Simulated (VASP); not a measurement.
Crystal: TiSe.

```xyz
4
Lattice="4.1784 0.0000 0.0000 0.0000 4.1784 0.0000 0.0000 0.0000 5.9844" Properties=species:S:1:pos:R:3 pbc="T T T"
Ti    2.0892    2.0892    0.0000
Ti    0.0000    0.0000    0.0000
Se    2.0892    0.0000    1.4329
Se    0.0000    2.0892    4.5515
```

```yaml
Program: VASP 6.6.1
Task: relaxation of volume and atoms at fixed shape
Functional: PBEsol
Potentials_or_basis: VASP PAW PBE potentials, release 64 (Ti_sv, Se)
Cutoff: 600 eV
k_mesh: 6 × 6 × 4
Occupations: fermi-dirac, width 0.05 eV
Spin: no spin polarisation
```

At the start: pressure -2.7 GPa; volume 26.12 Å³/atom.

Problem. Where does the relaxation end?

Solution. Over 7 steps the energy falls by 12.3 meV/atom and the volume is 24.18 Å³/atom (-7.4 %); space group P4/nmm (No. 129, to 0.1 Å) before and after.

The path:
| step | energy change (eV) | largest force (eV/Å) | pressure (GPa) | volume (Å³) |
| --- | --- | --- | --- | --- |
| 1 | 0.0000 | 0.2704 | -2.70 | 104.48 |
| 2 | -0.0056 | 0.6458 | 2.52 | 97.98 |
| 3 | -0.0324 | 0.1910 | -0.13 | 100.99 |
| 4 | -0.0357 | 0.1730 | -0.13 | 100.54 |
| 5 | -0.0435 | 0.1151 | -0.11 | 99.22 |
| 6 | -0.0491 | 0.0137 | -0.04 | 96.60 |
| 7 | -0.0492 | 0.0063 | 0.01 | 96.74 |

Final structure:
```yaml
crystal:
  lattice:
    - [4.07249, 0.00000, 0.00000]
    - [0.00000, 4.07249, 0.00000]
    - [0.00000, 0.00000, 5.83280]
  atoms:
    - { symbol: Ti, position: [0.50000, 0.50000, 0.00000] }
    - { symbol: Ti, position: [0.00000, 0.00000, 0.00000] }
    - { symbol: Se, position: [0.50000, 0.00000, 0.25146] }
    - { symbol: Se, position: [0.00000, 0.50000, 0.74854] }
```

Caveat: the PAW data sets were made with another functional, which shifts forces and pressure a little; this functional lacks dispersion, which binds layers or chains, so the pressure and a relaxed spacing across them are unreliable.
